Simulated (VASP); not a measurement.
Input of a VASP 6.6.1 run:

File INCAR:

```
SYSTEM = BeTe
PREC = Accurate ; ENCUT = 520
EDIFF = 1E-6 ; ISMEAR = -1
SIGMA = 0.05 ; LREAL = .FALSE.
LASPH = .TRUE. ; NELM = 100
ALGO = Normal ; ISIF = 2
LWAVE = .FALSE. ; LCHARG = .FALSE.
GGA = PE ; NBANDS = 11
```

KPOINTS

```
Automatic mesh
0
G
  13 13 13
  0 0 0
```

Contents of POSCAR:

```
BeTe
1.0
    0.0000000000      2.8317972517      2.8317972517
    2.8317972517      0.0000000000      2.8317972517
    2.8317972517      2.8317972517      0.0000000000
Be Te
1 1
Direct
    0.0000000000      0.0000000000      0.0000000000
    0.2500000000      0.2500000000      0.2500000000
```

Potentials or basis: VASP PAW PBE potentials, release 64 (Be, Te).

Launch:

```sh
$ cat potpaw_PBE.64/Be/POTCAR potpaw_PBE.64/Te/POTCAR > POTCAR
$ mpirun -np 1 vasp_std > vasp.out
```

Estimate the band gap on the k mesh.

2.03 eV (least direct gap 3.62 eV).

Predict the pressure.

0.1 GPa.

Caveat: spin-orbit coupling is left out, which moves the levels of the heavy elements; an odd mesh through Γ misses points on the zone boundary, where band edges can lie.
